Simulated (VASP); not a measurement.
# PbS (P-6m2) in VASP: settings compared

Aim: see how the results for PbS move with the level of theory and the settings. Levels: PBE0, LDA, PBEsol. Tasks: single point, relaxation of cell and atoms.

All numbers are computed with VASP 6.6.1; they aren't measurements. Logs are shortened: lines on timing, memory, paths and dates and some standing lists are left out, and cuts for length are marked.

## (1) The cell of the first run

Symmetry: P-6m2, No. 187, hexagonal system. Conventional cell: a = 4.062 Å, b = 4.062 Å, c = 3.763 Å, α = 90.00°, β = 90.00°, γ = 120.00°. Within 4.1 Å of Pb (site symmetry -6m2) lie 6 S at 3.01 Å and 8 Pb at 3.76 to 4.06 Å. S (site symmetry -6m2) has 6 Pb at 3.01 Å and 8 S at 3.76 to 4.06 Å within 4.1 Å.

## (2) Single point, PBE0

POSCAR reads:

```
PbS
1.0
    4.0622492242      0.0000000000      0.0000000000
   -2.0311246120      3.5180110247      0.0000000000
    0.0000000000      0.0000000000      3.7627422943
Pb S
1 1
Direct
    0.0000000000      0.0000000000      0.0000000000
    0.6666666667      0.3333333333      0.5000000000
```

INCAR.step1 reads:

```
PREC = Accurate ; ENCUT = 520
EDIFF = 1E-5 ; ISMEAR = -1
SIGMA = 0.05 ; LREAL = False
LASPH = True ; NELM = 60
ALGO = Normal ; ISIF = 2
LWAVE = True ; LCHARG = False
GGA = PE ; NBANDS = 17
```

INCAR.step2 reads:

```
PREC = Accurate ; ENCUT = 520
EDIFF = 1E-6 ; ISMEAR = -1
SIGMA = 0.05 ; LREAL = False
LASPH = True ; NELM = 60
ALGO = Normal ; ISIF = 2
LWAVE = False ; LCHARG = False
GGA = PE ; LHFCALC = True
AEXX = 0.25 ; PRECFOCK = Normal
ISTART = 1 ; NBANDS = 17
```

KPOINTS reads:

```
regular mesh
0
Gamma
  4 4 4
```

Potentials or basis: VASP PAW PBE potentials, release 64 (Pb_d, S).

Run with:

```console
$ cat potpaw_PBE.64/Pb_d/POTCAR potpaw_PBE.64/S/POTCAR > POTCAR
$ cp INCAR.step1 INCAR
$ mpirun -np 1 vasp_std > vasp.out
$ cp INCAR.step2 INCAR
$ mpirun -np 1 vasp_std > vasp.out
```

OUTCAR:

```text
PREC = Accurate
   ENCUT = 520
   EDIFF = 1E-6
   ISMEAR = -1
   LREAL = False
   LASPH = True
   NELM = 60
   ISIF = 2
   GGA = PE
   LHFCALC = True
   AEXX = 0.25
   PRECFOCK = Normal
   ISTART = 1

 ion  position               nearest neighbor table
   1  0.000  0.000  0.000-   2 3.01   2 3.01   2 3.01   2 3.01   2 3.01   2 3.01
   2  0.667  0.333  0.500-   1 3.01   1 3.01   1 3.01   1 3.01   1 3.01   1 3.01

  LATTYP: Found a hexagonal cell.
 ALAT       =     4.0622492242
 C/A-ratio  =     0.9262706660

  Lattice vectors:

 A1 = (   4.0622492242,   0.0000000000,   0.0000000000)
 A2 = (  -2.0311246120,   3.5180110247,   0.0000000000)
 A3 = (   0.0000000000,   0.0000000000,   3.7627422943)

Analysis of symmetry for initial positions (statically):
=====================================================================
 Subroutine PRICEL returns:
 Original cell was already a primitive cell.

 Routine SETGRP: Setting up the symmetry group for a
 hexagonal supercell.

 Subroutine GETGRP returns: Found 12 space group operations
 (whereof 12 operations were pure point group operations)
 out of a pool of 24 trial point group operations.

The static configuration has the point symmetry D_3h.

Analysis of symmetry for dynamics (positions and initial velocities):
=====================================================================
 Subroutine PRICEL returns:
 Original cell was already a primitive cell.

 Routine SETGRP: Setting up the symmetry group for a
 hexagonal supercell.

 Subroutine GETGRP returns: Found 12 space group operations
 (whereof 12 operations were pure point group operations)
 out of a pool of 24 trial point group operations.

The dynamic configuration has the point symmetry D_3h.

 Subroutine INISYM returns: Found 12 space group operations
 (whereof 12 operations are pure point group operations),
 and found     1 'primitive' translations

----------------------------------------------------------------------------------------

                                     Primitive cell

  volume of cell :      53.7735

  direct lattice vectors                    reciprocal lattice vectors
     4.062249224  0.000000000  0.000000000     0.246169042  0.142125763  0.000000000
    -2.031124612  3.518011025  0.000000000     0.000000000  0.284251525  0.000000000
     0.000000000  0.000000000  3.762742294     0.000000000  0.000000000  0.265763616

  length of vectors
     4.062249224  4.062249224  3.762742294     0.284251525  0.284251525  0.265763616

  position of ions in fractional coordinates (direct lattice)
     0.000000000  0.000000000  0.000000000
     0.666666667  0.333333333  0.500000000

  ion indices of the primitive-cell ions
   primitive index   ion index
                 1           1
                 2           2

----------------------------------------------------------------------------------------

 KPOINTS: regular mesh

Automatic generation of k-mesh.
 Grid dimensions read from file:
 generate k-points for:    4    4    4

 Generating k-lattice:

  Cartesian coordinates                     Fractional coordinates (reciprocal lattice)
     0.061542261  0.035531441  0.000000000     0.250000000  0.000000000  0.000000000
     0.000000000  0.071062881  0.000000000     0.000000000  0.250000000  0.000000000
     0.000000000  0.000000000  0.066440904     0.000000000  0.000000000  0.250000000

  Length of vectors
     0.071062881  0.071062881  0.066440904

  Shift w.r.t. Gamma in fractional coordinates (k-lattice)
     0.000000000  0.000000000  0.000000000

 Subroutine IBZKPT returns following result:
 ===========================================

 Found     12 irreducible k-points:

 Following reciprocal coordinates:
            Coordinates               Weight
  0.000000  0.000000  0.000000      1.000000
  0.250000 -0.000000  0.000000      6.000000
  0.500000 -0.000000  0.000000      3.000000
  0.250000  0.250000  0.000000      6.000000
  0.000000  0.000000  0.250000      2.000000
  0.250000 -0.000000  0.250000     12.000000
  0.500000 -0.000000  0.250000      6.000000
  0.250000  0.250000  0.250000     12.000000
  0.000000  0.000000  0.500000      1.000000
  0.250000 -0.000000  0.500000      6.000000
  0.500000 -0.000000  0.500000      3.000000
  0.250000  0.250000  0.500000      6.000000
   k-points           NKPTS =     12   k-points in BZ     NKDIM =     64   number of bands    NBANDS=     17
   number of dos      NEDOS =    301   number of ions     NIONS =      2
   total plane-waves  NPLWV =  25200
   dimension x,y,z NGX =    30 NGY =   30 NGZ =   28
   dimension x,y,z NGXF=    60 NGYF=   60 NGZF=   56
   ions per type =               1   1
   NGX,Y,Z   is equivalent  to a cutoff of  12.28, 12.28, 12.37 a.u.
   NGXF,Y,Z  is equivalent  to a cutoff of  24.55, 24.55, 24.74 a.u.
 SYSTEM =  unknown system
   PREC   = accura    normal or accurate (medium, high low for compatibility)
   ISTART =      1    job   : 0-new  1-cont  2-samecut
   ICHARG =      0    charge: 1-file 2-atom 10-const
   ISPIN  =      1    spin polarized calculation?
   LNONCOLLINEAR =      F non collinear calculations
   LSORBIT =      F    spin-orbit coupling
   LASPH  =      T    aspherical Exc in radial PAW
   ENCUT  =  520.0 eV  38.22 Ry    6.18 a.u.   7.55  7.55  7.00*2*pi/ulx,y,z
   NELM   =     60;   NELMIN=  2; NELMDL=  0     # of ELM steps
   EDIFF  = 0.1E-05   stopping-criterion for ELM
   LREAL  =      F    real-space projection
   EDIFFG = 0.1E-04   stopping-criterion for IOM
   NSW    =      0    number of steps for IOM
   IBRION =     -1    ionic relax: 0-MD 1-quasi-New 2-CG
   NFREE  =      0    steps in history (QN), initial steepest desc. (CG)
   ISIF   =      2    stress and relaxation
   ISYM   =      3    0-nonsym 1-usesym 2-fastsym
   POTIM  = 0.5000    time-step for ionic-motion
   TEBEG  =    0.0;   TEEND  =   0.0 temperature during run
   PSTRESS=    0.0 pullay stress
   NELECT =      20.0000    total number of electrons
   NUPDOWN=      -1.0000    fix difference up-down
   EMIN   =  10.00;   EMAX   =-10.00  energy-range for DOS
   EFERMI =   0.00;   METHOD = LEGACY
   ISMEAR =    -1;   SIGMA  =   0.05  broadening in eV -4-tet -1-fermi 0-gaus
   EFERMI_NEDOS =   21; number of points for ismear=-14 and -15
   IALGO  =     38    algorithm
   IMIX   =      1    mixing-type and parameters
     AMIX     =   0.40;   BMIX     =  1.00
     AMIX_MAG =   1.60;   BMIX_MAG =  1.00
  volume/ion in A,a.u.               =      26.89       181.44
  Fermi-wavevector in a.u.,A,eV,Ry     =   1.177322  2.224817 18.858874  1.386088
  Thomas-Fermi vector in A             =   2.313671
   LORBIT       =      0    0 simple, 1 ext, 2 COOP (PROOUT), +10 PAW based schemes
   GGA     = PE    functional components
   LHFCALC =     T    Hartree Fock is set to
   PRECFOCK=normal    Normal, Fast or Accurate (Low or Medium for compatibility)
   ENCUT4O =  -1.0   cutoff for four orbital integrals eV
   NKREDX  =     1    reduce k-point grid by
   NKREDY  =     1    reduce k-point grid by
   NKREDZ  =     1    reduce k-point grid by
   AEXX    =    0.2500 exact exchange contribution
   HFSCREEN=    0.0000 screening length (either q_TF or 0.3 A-1)
   HFSCREENC=   0.0000 screening length for correlation (either q_TF or 0.3 A-1)
   ENCUTFOCK=  -1.0 apply spherical cutoff to Coloumb kernel
   IVDW    =     0    specifies the selected vdW correction
   LEPSILON=     F    determine dielectric tensor
   LRPA    =     F    only Hartree local field effects (RPA)
 non-spin polarized calculation
  energy-cutoff  :      520.00
  volume of cell :       53.77
 maximum number of plane-waves:      1466
  NGX = 24; NGY = 24; NGZ = 24

 number of electron      20.0000001 magnetization

 Free energy of the ion-electron system (eV)
  ---------------------------------------------------
  ext. energy  EPLUGINS =         0.00000000
  ---------------------------------------------------
  free energy    TOTEN  =       -11.18654075 eV

  energy without entropy =      -11.18654015  energy(sigma->0) =      -11.18654045

 E-fermi :   5.4351     XC(G=0):  -7.5330

 val. band max:        4.8784832239   @ k =   0.0000   0.0000   0.5000
 cond. band min:       6.0812247205   @ k =   0.2500   0.2500   0.5000
 fundamental gap:      1.2027414966
 Fermi energy:         5.4350671216

 k-point     1 :       0.0000    0.0000    0.0000
  band No.  band energies     occupation
      1     -13.9785      2.00000
      2     -13.9623      2.00000
      3     -13.9623      2.00000
      4     -13.8568      2.00000
      5     -13.8568      2.00000
      6     -10.1103      2.00000
[... 9 lines left out ...]
     16      17.7014      0.00000
     17      17.7269      0.00000

 k-point     2 :       0.2500   -0.0000    0.0000
  band No.  band energies     occupation
      1     -13.9841      2.00000
      2     -13.9570      2.00000
      3     -13.9272      2.00000
      4     -13.8761      2.00000
      5     -13.8607      2.00000
      6      -9.6015      2.00000
[... 9 lines left out ...]
     16      17.0890      0.00000
     17      17.5266      0.00000

 k-point     3 :       0.5000   -0.0000    0.0000
  band No.  band energies     occupation
      1     -14.0032      2.00000
      2     -13.9385      2.00000
      3     -13.8953      2.00000
      4     -13.8915      2.00000
      5     -13.8647      2.00000
      6      -8.8904      2.00000
[... 9 lines left out ...]
     16      17.6977      0.00000
     17      17.7061      0.00000

 k-point     4 :       0.2500    0.2500    0.0000
  band No.  band energies     occupation
      1     -13.9742      2.00000
      2     -13.9492      2.00000
      3     -13.9103      2.00000
      4     -13.8890      2.00000
      5     -13.8709      2.00000
      6      -8.9118      2.00000
[... 9 lines left out ...]
     16      15.7480      0.00000
     17      17.7772      0.00000
[... 103 lines left out ...]
      1     -13.9637      2.00000
      2     -13.9596      2.00000
      3     -13.9180      2.00000
      4     -13.9168      2.00000
      5     -13.8276      2.00000
      6      -8.5418      2.00000
[... 9 lines left out ...]
     16      15.9973      0.00000
     17      17.5445      0.00000

 k-point    11 :       0.5000   -0.0000    0.5000
  band No.  band energies     occupation
      1     -14.0149      2.00000
      2     -13.9710      2.00000
      3     -13.9246      2.00000
      4     -13.8854      2.00000
      5     -13.8031      2.00000
      6      -8.1508      2.00000
[... 9 lines left out ...]
     16      19.4568      0.00000
     17      20.3171      0.00000

 k-point    12 :       0.2500    0.2500    0.5000
  band No.  band energies     occupation
      1     -14.0033      2.00000
      2     -13.9466      2.00000
      3     -13.9364      2.00000
      4     -13.9070      2.00000
      5     -13.8065      2.00000
      6      -8.1557      2.00000
[... 9 lines left out ...]
     16      18.4248      0.00000
     17      19.4349      0.00000

------------------------ aborting loop because EDIFF is reached ----------------------------------------

  FORCE on cell =-STRESS in cart. coord.  units (eV):
  Direction    XX          YY          ZZ          XY          YZ          ZX
  --------------------------------------------------------------------------------------
  -------------------------------------------------------------------------------------
  Total       -0.1572627     -0.1572627      0.0772766     -0.0000000     -0.0000000      0.0000000
  in kB       -4.6856308     -4.6856308      2.3024507     -0.0000000     -0.0000000      0.0000000
  external PRESSURE =      -2.3562703 kB  Pullay stress =       0.0000000 kB

 VOLUME and BASIS-vectors are now :
 -----------------------------------------------------------------------------
  energy-cutoff  :      520.00
  volume of cell :       53.77
      direct lattice vectors                 reciprocal lattice vectors
     4.062249224  0.000000000  0.000000000     0.246169042  0.142125763  0.000000000
    -2.031124612  3.518011025  0.000000000     0.000000000  0.284251525  0.000000000
     0.000000000  0.000000000  3.762742294     0.000000000  0.000000000  0.265763616

 POSITION                                       TOTAL-FORCE (eV/Angst)
 -----------------------------------------------------------------------------------
      0.00000      0.00000      0.00000        -0.000000      0.000000      0.000000
      2.03112      1.17267      1.88137         0.000000     -0.000000      0.000000
 -----------------------------------------------------------------------------------
    total drift:                                0.000001      0.000002      0.000002

  FREE ENERGIE OF THE ION-ELECTRON SYSTEM (eV)
  ---------------------------------------------------
  free  energy   TOTEN  =       -11.1865407494 eV

  energy  without entropy=      -11.1865401532  energy(sigma->0) =      -11.18654045
```

Run time: 7.5 min. Hardware: 1 thread of Intel Xeon Platinum 8488C (Sapphire Rapids), shared host; peak memory 0.18 GiB.

Results:

```
Free energy            : -11.1865 eV
Pressure               : -0.2 GPa
Band gap on the k mesh : 1.20 eV (least direct gap 1.97 eV)
```

Stress tensor (GPa, compression positive):
```
-0.47  0.00  0.00
 0.00 -0.47  0.00
 0.00  0.00  0.23
```

Caveat: the k points lie up to 0.45 Å⁻¹ apart; the PAW data sets were made with another functional, which shifts forces and pressure a little; spin-orbit coupling is left out, which moves the levels of the heavy elements. A k mesh can miss the band edges.

## (3) Single point, LDA

This run uses another cell than the first one, of 24.98 Å³/atom.

INCAR reads:

```
SYSTEM = PbS
PREC = Accurate ; ENCUT = 520
EDIFF = 1E-7 ; ISMEAR = -1
SIGMA = 0.05 ; LREAL = .False.
LASPH = .True. ; NELM = 100
ALGO = Normal ; ISIF = 2
LWAVE = .False. ; LCHARG = .False.
NBANDS = 17
```

KPOINTS reads:

```
regular mesh
0
Gamma
  8 8 7
  0 0 0
```

POSCAR reads:

```
PbS
1.0
    3.9351448654      0.0000000000      0.0000000000
   -1.9675724327      3.4079354210      0.0000000000
    0.0000000000      0.0000000000      3.7253175323
Pb S
1 1
Direct
    0.0000000000      0.0000000000      0.0000000000
    0.6666666667      0.3333333333      0.5000000000
```

Potentials or basis: VASP PAW LDA potentials, release 64 (Pb_d, S).

Run with:

```console
$ cat potpaw_LDA.64/Pb_d/POTCAR potpaw_LDA.64/S/POTCAR > POTCAR
$ mpirun -np 1 vasp_std > vasp.out
```

It took 48 s on 1 thread of Intel Xeon 8259CL, shared host; peak memory 0.17 GiB.

Results (log left out):

```yaml
Free_energy: -9.7488 eV
Pressure: 0.0 GPa
Band_gap_on_the_k_mesh: zero (bands 10 and 11 overlap by 0.35 eV)
```

Stress tensor (GPa, compression positive):
```
-0.01  0.00  0.00
 0.00 -0.01  0.00
 0.00  0.00  0.09
```

Levels at points of the mesh, in eV from the Fermi level:
| k point | band 6 | band 7 | band 8 | band 9 | band 10 | band 11 | band 12 | band 13 | band 14 | band 15 |
| --- | --- | --- | --- | --- | --- | --- | --- | --- | --- | --- |
| (0.00, 0.00, 0.00) | -13.55 | -6.01 | -2.42 | -1.58 | -1.58 | 3.83 | 3.83 | 5.17 | 7.16 | 7.48 |
| (0.50, 0.00, 0.00) | -12.16 | -8.57 | -2.76 | -1.70 | -1.21 | 2.12 | 4.05 | 5.38 | 5.88 | 11.30 |

Caveat: semilocal functionals underestimate gaps, so a narrow gap can read as zero; spin-orbit coupling is left out, which moves the levels of the heavy elements.

## (4) Single point, PBEsol

This run uses another cell than the first one, of 25.81 Å³/atom.

INCAR reads:

```
SYSTEM = PbS
ALGO = Normal ; EDIFF = 1E-6
ENCUT = 520 ; GGA = PS
ISIF = 2 ; ISMEAR = -1
LASPH = .True. ; LCHARG = .False.
LREAL = .False. ; LWAVE = .False.
NBANDS = 17 ; NELM = 100
PREC = Accurate ; SIGMA = 0.05
```

KPOINTS reads:

```
k-points
0
Gamma
  8 8 7
  0 0 0
```

POSCAR reads:

```
PbS
1.0
    3.9894323709      0.0000000000      0.0000000000
   -1.9947161854      3.4549497799      0.0000000000
    0.0000000000      0.0000000000      3.7454170892
Pb S
1 1
Direct
    0.0000000000      0.0000000000      0.0000000000
    0.6666666667      0.3333333333      0.5000000000
```

Potentials or basis: VASP PAW PBE potentials, release 64 (Pb_d, S).

Run with:

```console
$ cat potpaw_PBE.64/Pb_d/POTCAR potpaw_PBE.64/S/POTCAR > POTCAR
$ mpirun -np 1 vasp_std > vasp.out
```

It took 49 s on 1 thread of Intel Xeon 8259CL, shared host; peak memory 0.18 GiB.

The run converged. Its results:

* Free energy: -9.2119 eV
* Pressure: -0.1 GPa
* Band gap on the k mesh: zero (bands 10 and 11 overlap by 0.15 eV)

Levels at points of the mesh, in eV from the Fermi level:
| k point | band 7 | band 8 | band 9 | band 10 | band 11 | band 12 | band 13 | band 14 |
| --- | --- | --- | --- | --- | --- | --- | --- | --- |
| (0.00, 0.00, 0.00) | -6.17 | -2.33 | -1.64 | -1.64 | 3.70 | 3.70 | 5.15 | 6.96 |
| (0.50, 0.00, 0.00) | -8.54 | -2.76 | -1.76 | -1.21 | 2.05 | 4.03 | 5.33 | 5.69 |

Caveat: semilocal functionals underestimate gaps, so a narrow gap can read as zero; the PAW data sets were made with another functional, which shifts forces and pressure a little; spin-orbit coupling is left out, which moves the levels of the heavy elements.

[end of part 1 of 2]
